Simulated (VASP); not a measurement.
TaN:

```
Ta N
1.0
     0.00000    2.17900    2.17900
     2.17900    0.00000    2.17900
     2.17900    2.17900    0.00000
Ta N
1 1
Direct
  0.50000 0.50000 0.50000
  0.00000 0.00000 0.00000
```

Base run:

- Program: VASP 6.6.1
- Functional: PBE
- Potentials or basis: VASP PAW PBE potentials, release 64 (Ta_pv, N)
- Cutoff: 600 eV
- k mesh: 8 × 8 × 8
- Occupations: methfessel-paxton, width 0.05 eV
- Spin: no spin polarisation

Its results: band gap on the k mesh zero (band 8 reaches 11.85 eV, above the bottom of band 9 at 7.68 eV); pressure 15.6 GPa.

Task: The run is repeated on the same cell with these changes: k mesh from 8 × 8 × 8 to 5 × 5 × 5. What comes out?

Result: Band gap on the k mesh zero (band 8 reaches 10.84 eV, above the bottom of band 9 at 7.68 eV); pressure 14.8 GPa.

Caveats: some runs use coarse meshes; spin-orbit coupling is left out, which moves the levels of the heavy elements.
